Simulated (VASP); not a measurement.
# Si2O (Imma) in VASP: relaxation of cell and atoms with PBE

Aim: the relaxation of cell and atoms of Si2O with PBE.

All numbers are computed with VASP 6.6.1; they aren't measurements. Logs are shortened: lines on timing, memory, paths and dates and some standing lists are left out, and cuts for length are marked.

### Step 1. The cell of the first run

It takes space group Imma (No. 74, orthorhombic). Conventional cell: a = 3.931 Å, b = 9.346 Å, c = 6.166 Å, α = 90.00°, β = 90.00°, γ = 90.00°. Si (site symmetry m) has 1 O at 1.69 Å within 2.2 Å. Within 2.2 Å of O (site symmetry mm2) lie 2 Si at 1.69 Å.

### Step 2. Relaxation of cell and atoms, PBE

The input, INCAR:

```
SYSTEM = Si2O
ALGO     = Fast           ! electronic algorithm
EDIFF    = 1E-6           ! SCF threshold, eV
EDIFFG   = -0.01          ! ionic threshold
ENCUT    = 600            ! plane-wave cutoff, eV
GGA      = PE             ! functional
IBRION   = 2              ! ionic algorithm
ISIF     = 3              ! what is computed and relaxed
ISMEAR   = 0              ! smearing method
LASPH    = .TRUE.         ! aspherical terms in the spheres
LCHARG   = .FALSE.        ! write CHGCAR
LREAL    = .FALSE.        ! projectors in reciprocal space
LWAVE    = .FALSE.        ! write WAVECAR
NELM     = 80             ! most SCF steps
NSW      = 100            ! ionic steps
PREC     = Accurate       ! precision mode
SIGMA    = 0.1            ! smearing width, eV
```

The input, KPOINTS:

```
k-points
0
G
  12 12 12
  0 0 0
```

The input, POSCAR:

```
Si2O
1.0
   -1.9657279845      4.6731145389      3.0829114618
    1.9657279845     -4.6731145389      3.0829114618
    1.9657279845      4.6731145389     -3.0829114618
Si O
4 2
Direct
    0.7732497608      0.8606280067      0.9126217541
    0.4480062527      0.8606280067      0.5873782459
    0.2267502392      0.1393719933      0.0873782459
    0.5519937473      0.1393719933      0.4126217541
    0.7308824393      0.9808824393      0.7500000000
    0.2691175607      0.0191175607      0.2500000000
```

Potentials or basis: VASP PAW PBE potentials, release 64 (Si, O).

Launch:

```sh
$ cat potpaw_PBE.64/Si/POTCAR potpaw_PBE.64/O/POTCAR > POTCAR
$ mpirun -np 1 vasp_std > vasp.out
```

OUTCAR:

```text
SYSTEM = Si2O
   EDIFF = 1E-6
   EDIFFG = -0.01
   ENCUT = 600
   GGA = PE
   IBRION = 2
   ISIF = 3
   ISMEAR = 0
   LASPH = .TRUE.
   LREAL = .FALSE.
   NELM = 80
   NSW = 100
   PREC = Accurate

 ion  position               nearest neighbor table
   1  0.773  0.861  0.913-   5 1.69   3 2.37   4 2.39   4 2.39   2 3.04
   2  0.448  0.861  0.587-   5 1.69   4 2.37   3 2.39   3 2.39   1 3.04
   3  0.227  0.139  0.087-   6 1.69   1 2.37   2 2.39   2 2.39   4 3.04
   4  0.552  0.139  0.413-   6 1.69   2 2.37   1 2.39   1 2.39   3 3.04
   5  0.731  0.981  0.750-   2 1.69   1 1.69
   6  0.269  0.019  0.250-   4 1.69   3 1.69

  LATTYP: Found a body centered orthorhombic cell.
 ALAT       =     3.9314559690
 B/A-ratio  =     1.5683306572
 C/A-ratio  =     2.3772946083

  Lattice vectors:

 A1 = (   1.9657279845,  -4.6731145389,  -3.0829114618)
 A2 = (  -1.9657279845,  -4.6731145389,   3.0829114618)
 A3 = (  -1.9657279845,   4.6731145389,  -3.0829114618)

Analysis of symmetry for initial positions (statically):
=====================================================================
 Subroutine PRICEL returns:
 Original cell was already a primitive cell.

 Routine SETGRP: Setting up the symmetry group for a
 body centered orthorhombic supercell.

 Subroutine GETGRP returns: Found  8 space group operations
 (whereof  4 operations were pure point group operations)
 out of a pool of  8 trial point group operations.

The static configuration has the point symmetry C_2h.
 The point group associated with its full space group is D_2h.

Analysis of symmetry for dynamics (positions and initial velocities):
=====================================================================
 Subroutine PRICEL returns:
 Original cell was already a primitive cell.

 Routine SETGRP: Setting up the symmetry group for a
 body centered orthorhombic supercell.

 Subroutine GETGRP returns: Found  8 space group operations
 (whereof  4 operations were pure point group operations)
 out of a pool of  8 trial point group operations.

The dynamic configuration has the point symmetry C_2h.
 The point group associated with its full space group is D_2h.

 Subroutine INISYM returns: Found  8 space group operations
 (whereof  4 operations are pure point group operations),
 and found     1 'primitive' translations

----------------------------------------------------------------------------------------

                                     Primitive cell

  volume of cell :     113.2794

  direct lattice vectors                    reciprocal lattice vectors
    -1.965727984  4.673114539  3.082911462     0.000000000  0.106995024  0.162184353
     1.965727984 -4.673114539  3.082911462     0.254358693  0.000000000  0.162184353
     1.965727984  4.673114539 -3.082911462     0.254358693  0.106995024  0.000000000

  length of vectors
     5.933500576  5.933500576  5.933500576     0.194297965  0.301665558  0.275946153

  position of ions in fractional coordinates (direct lattice)
     0.773249761  0.860628007  0.912621754
     0.448006253  0.860628007  0.587378246
     0.226750239  0.139371993  0.087378246
     0.551993747  0.139371993  0.412621754
     0.730882439  0.980882439  0.750000000
     0.269117561  0.019117561  0.250000000

  ion indices of the primitive-cell ions
   primitive index   ion index
                 1           1
                 2           2
                 3           3
                 4           4
                 5           5
                 6           6

----------------------------------------------------------------------------------------

 KPOINTS: k-points

Automatic generation of k-mesh.
 Grid dimensions read from file:
 generate k-points for:   12   12   12

 Generating k-lattice:

  Cartesian coordinates                     Fractional coordinates (reciprocal lattice)
     0.000000000  0.008916252  0.013515363     0.083333333  0.000000000  0.000000000
     0.021196558  0.000000000  0.013515363     0.000000000  0.083333333  0.000000000
     0.021196558  0.008916252  0.000000000     0.000000000  0.000000000  0.083333333

  Length of vectors
     0.016191497  0.025138796  0.022995513

  Shift w.r.t. Gamma in fractional coordinates (k-lattice)
     0.000000000  0.000000000  0.000000000

 Subroutine IBZKPT returns following result:
 ===========================================

 Found    280 irreducible k-points:

 Following reciprocal coordinates:
            Coordinates               Weight
  0.000000  0.000000  0.000000      1.000000
  0.083333  0.000000 -0.000000      4.000000
  0.166667 -0.000000  0.000000      4.000000
  0.250000 -0.000000  0.000000      4.000000
  0.333333 -0.000000  0.000000      4.000000
  0.416667 -0.000000  0.000000      4.000000
[... 16 lines left out ...]
  0.250000  0.166667  0.000000      8.000000
  0.333333  0.166667  0.000000      8.000000
 [... further k-points ...]
   k-points           NKPTS =    280   k-points in BZ     NKDIM =    280   number of bands    NBANDS=     18
   number of dos      NEDOS =    301   number of ions     NIONS =      6
   total plane-waves  NPLWV = 110592
   dimension x,y,z NGX =    48 NGY =   48 NGZ =   48
   dimension x,y,z NGXF=    96 NGYF=   96 NGZF=   96
   ions per type =               4   2
   NGX,Y,Z   is equivalent  to a cutoff of  13.45, 13.45, 13.45 a.u.
   NGXF,Y,Z  is equivalent  to a cutoff of  26.90, 26.90, 26.90 a.u.
 SYSTEM =  Si2O
   PREC   = accura    normal or accurate (medium, high low for compatibility)
   ISTART =      0    job   : 0-new  1-cont  2-samecut
   ICHARG =      2    charge: 1-file 2-atom 10-const
   ISPIN  =      1    spin polarized calculation?
   LNONCOLLINEAR =      F non collinear calculations
   LSORBIT =      F    spin-orbit coupling
   LASPH  =      T    aspherical Exc in radial PAW
   ENCUT  =  600.0 eV  44.10 Ry    6.64 a.u.  11.85 11.85 11.85*2*pi/ulx,y,z
   NELM   =     80;   NELMIN=  2; NELMDL= -5     # of ELM steps
   EDIFF  = 0.1E-05   stopping-criterion for ELM
   LREAL  =      F    real-space projection
   EDIFFG = -.1E-01   stopping-criterion for IOM
   NSW    =    100    number of steps for IOM
   IBRION =      2    ionic relax: 0-MD 1-quasi-New 2-CG
   NFREE  =      1    steps in history (QN), initial steepest desc. (CG)
   ISIF   =      3    stress and relaxation
   ISYM   =      2    0-nonsym 1-usesym 2-fastsym
   POTIM  = 0.5000    time-step for ionic-motion
   TEBEG  =    0.0;   TEEND  =   0.0 temperature during run
   PSTRESS=    0.0 pullay stress
   NELECT =      28.0000    total number of electrons
   NUPDOWN=      -1.0000    fix difference up-down
   EMIN   =  10.00;   EMAX   =-10.00  energy-range for DOS
   EFERMI =   0.00;   METHOD = LEGACY
   ISMEAR =     0;   SIGMA  =   0.10  broadening in eV -4-tet -1-fermi 0-gaus
   EFERMI_NEDOS =   21; number of points for ismear=-14 and -15
   IALGO  =     68    algorithm
   IMIX   =      4    mixing-type and parameters
     AMIX     =   0.40;   BMIX     =  1.00
     AMIX_MAG =   1.60;   BMIX_MAG =  1.00
  volume/ion in A,a.u.               =      18.88       127.41
  Fermi-wavevector in a.u.,A,eV,Ry     =   1.027410  1.941524 14.361925  1.055572
  Thomas-Fermi vector in A             =   2.161354
   LORBIT       =      0    0 simple, 1 ext, 2 COOP (PROOUT), +10 PAW based schemes
   GGA     = PE    functional components
   LHFCALC =     F    Hartree Fock is set to
   AEXX    =    0.0000 exact exchange contribution
   IVDW    =     0    specifies the selected vdW correction
   LEPSILON=     F    determine dielectric tensor
   LRPA    =     F    only Hartree local field effects (RPA)
 conjugate gradient relaxation of ions
 non-spin polarized calculation
 RMM-DIIS sequential band-by-band and
 Gauss-broadening in eV      SIGMA  =   0.10
  energy-cutoff  :      600.00
  volume of cell :      113.28
 maximum number of plane-waves:      3806
   NGX = 23   NGY = 23   NGZ = 23

--------------------------------------- Ionic step        1  -------------------------------------------

 number of electron      28.0000000 magnetization

 Free energy of the ion-electron system (eV)
  ---------------------------------------------------
  ext. energy  EPLUGINS =         0.00000000
  ---------------------------------------------------
  free energy    TOTEN  =       -37.78606135 eV

  energy without entropy =      -37.78417932  energy(sigma->0) =      -37.78512033

------------------------ aborting loop because EDIFF is reached ----------------------------------------

  FORCE on cell =-STRESS in cart. coord.  units (eV):
  Direction    XX          YY          ZZ          XY          YZ          ZX
  --------------------------------------------------------------------------------------
  -------------------------------------------------------------------------------------
  Total       -0.1047291      0.1351138     -0.1304314      0.0000000     -0.0000000      0.0000000
  in kB       -1.4812462      1.9109943     -1.8447677      0.0000000     -0.0000000      0.0000000
  external PRESSURE =      -0.4716732 kB  Pullay stress =       0.0000000 kB
[... 145 lines left out ...]
  energy  without entropy=      -37.7844793925  energy(sigma->0) =      -37.78542492

--------------------------------------- Ionic step        5  -------------------------------------------

 number of electron      28.0000000 magnetization

 Free energy of the ion-electron system (eV)
  ---------------------------------------------------
  ext. energy  EPLUGINS =         0.00000000
  ---------------------------------------------------
  free energy    TOTEN  =       -37.78639471 eV

  energy without entropy =      -37.78450630  energy(sigma->0) =      -37.78545051

 E-fermi :   4.0799     XC(G=0):  -8.5397

 val. band max:        4.0795237619   @ k =  -0.1667  -0.0833   0.0833
 cond. band min:       4.0894876338   @ k =   0.2500  -0.0833   0.0833
 fundamental gap:      0.0099638719
 Fermi energy:         4.0799200055

 k-point     1 :       0.0000    0.0000    0.0000
  band No.  band energies     occupation
      1     -16.4103      2.00000
      2     -16.0995      2.00000
      3      -5.7540      2.00000
      4      -5.7245      2.00000
      5      -5.2950      2.00000
      6      -2.1715      2.00000
[... 10 lines left out ...]
     17       6.2614      0.00000
     18       7.1791      0.00000
[... 466 lines left out ...]
      2     -16.1378      2.00000
      3      -6.5366      2.00000
      4      -5.4700      2.00000
      5      -4.2502      2.00000
      6      -2.0906      2.00000
[... 10 lines left out ...]
     17       7.1311      0.00000
     18       7.8218      0.00000

 [... further k-points ...]

------------------------ aborting loop because EDIFF is reached ----------------------------------------

  FORCE on cell =-STRESS in cart. coord.  units (eV):
  Direction    XX          YY          ZZ          XY          YZ          ZX
  --------------------------------------------------------------------------------------
  -------------------------------------------------------------------------------------
  Total       -0.0043528     -0.0118239     -0.0072698      0.0000000      0.0000000      0.0000000
  in kB       -0.0616913     -0.1675764     -0.1030326      0.0000000      0.0000000      0.0000000
  external PRESSURE =      -0.1107668 kB  Pullay stress =       0.0000000 kB
[... 21 lines left out ...]
  FREE ENERGIE OF THE ION-ELECTRON SYSTEM (eV)
  ---------------------------------------------------
  free  energy   TOTEN  =       -37.7863947141 eV

  energy  without entropy=      -37.7845062971  energy(sigma->0) =      -37.78545051

 reached required accuracy - stopping structural energy minimisation
```

It took 38 min on 1 thread of Oxide Virtual Turin-like, shared host; peak memory 0.72 GiB.

What came out:

| Quantity | Value |
| --- | --- |
| Free energy | -37.7864 eV |
| Relaxed volume | 18.84 Å³/atom |
| Relaxed cell | a = 5.931 Å, b = 5.931 Å, c = 5.931 Å, α = 141.33°, β = 76.01°, γ = 117.45° |
| Space group after relaxing (to 0.1 Å) | Imma (No. 74) |
| Energy gained by relaxing | 0.1 meV/atom |
| Ionic steps | 5 |
| Pressure after relaxing | 0.0 GPa |
| Largest force after relaxing | 0.004 eV/Å |
| Band gap on the k mesh | zero (bands 14 and 15 overlap by 0.45 eV) |

Forces in eV/Å, atoms in the order of the input:
```
Si   0.000  0.000 -0.002
Si   0.000  0.000 -0.002
Si   0.000  0.000  0.002
Si   0.000  0.000  0.002
O    0.000  0.000 -0.004
O    0.000  0.000  0.004
```

Step by step:
| step | energy change (eV) | largest force (eV/Å) | pressure (GPa) | volume (Å³) |
| --- | --- | --- | --- | --- |
| 1 | 0.0000 | 0.0553 | -0.05 | 113.28 |
| 2 | 0.0000 | 0.0613 | -0.23 | 113.19 |
| 3 | -0.0002 | 0.0179 | -0.15 | 113.24 |
| 4 | -0.0003 | 0.0079 | 0.08 | 112.95 |
| 5 | -0.0003 | 0.0038 | -0.01 | 113.05 |

Final structure:
```
Si O
1.0
    -1.96401    4.67356    3.07897
     1.96401   -4.67356    3.07897
     1.96401    4.67356   -3.07897
Si O
4 2
Cartesian
  1.9640 3.8587 2.2208
  1.9640 0.8149 2.2208
  0.0000 0.8149 0.8582
  0.0000 3.8587 0.8582
  1.9640 2.3368 2.9613
  0.0000 2.3368 0.1177
```

Levels at points of the mesh, in eV from the Fermi level:
```tsv
k point	band 12	band 13	band 14	band 15	band 16	band 17
(0.00, 0.00, 0.00)	-2.02	-0.74	0.17	1.71	1.77	2.18
(0.50, 0.00, 0.00)	-1.84	-1.40	-0.37	1.08	1.53	2.52
(0.00, 0.50, 0.00)	-3.34	-2.12	-1.03	1.43	2.35	3.22
(0.50, 0.50, 0.00)	-4.24	-2.00	-2.00	2.29	2.29	3.40
(0.50, 0.50, 0.50)	-1.74	-0.67	-0.61	-0.28	1.05	2.69
```
